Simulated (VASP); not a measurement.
Wanted: the native input for a VASP 6.6.1 run.

```
Task                   : relaxation of cell and atoms
Functional             : PBE
Potentials or basis    : VASP PAW PBE potentials, release 64 (Mg, S)
Cutoff                 : 600 eV
k mesh                 : 6 × 6 × 2
Occupations            : gaussian, width 0.1 eV
Spin                   : no spin polarisation
Dipole correction      : no
Further INCAR settings : ALGO = Normal; EDIFF = 1e-06; IBRION = 2; EDIFFG = -0.04; NSW = 90; ISIF = 3
```

The structure of MgS5 lies in POSCAR:

```
MgS5
1.0
    3.2079011032      0.0000000000      0.0000000000
   -1.6039505516      2.7781238482      0.0000000000
    0.0000000000      0.0000000000     14.5487976063
Mg S
1 5
Direct
    0.0000000000      0.0000000000      0.0000000000
    0.6666666667      0.3333333333      0.8757992215
    0.0000000000      0.0000000000      0.6107384052
    0.6666666667      0.3333333333      0.5000000000
    0.0000000000      0.0000000000      0.3892615948
    0.6666666667      0.3333333333      0.1242007785
```

The input as run:

INCAR

```
ALGO = Normal ; EDIFF = 1E-6
EDIFFG = -0.04 ; ENCUT = 600
GGA = PE ; IBRION = 2
ISIF = 3 ; ISMEAR = 0
LASPH = True ; LCHARG = False
LREAL = False ; LWAVE = False
NELM = 60 ; NSW = 90
PREC = Accurate ; SIGMA = 0.1
```

KPOINTS

```
k-points
0
Gamma
  6 6 2
```

Potentials or basis: VASP PAW PBE potentials, release 64 (Mg, S).

The run is started by

```bash
$ cat potpaw_PBE.64/Mg/POTCAR potpaw_PBE.64/S/POTCAR > POTCAR
$ mpirun -np 1 vasp_std > vasp.out
```

It gave:

The pressure after relaxing is -0.1 GPa and the largest force after relaxing is 0.031 eV/Å. The band gap on the k mesh is zero (band 16 reaches 4.40 eV, above the bottom of band 17 at 2.62 eV).

Caveat: the k points lie up to 0.38 Å⁻¹ apart in the final cell; the relaxation stopped at its first step, so nothing moved.

Wall time 44 s on 1 thread of Intel(R) Xeon(R) Platinum 8375C CPU @ 2.90GHz (Ice Lake), with other jobs on the host, peak memory 0.3 GiB.
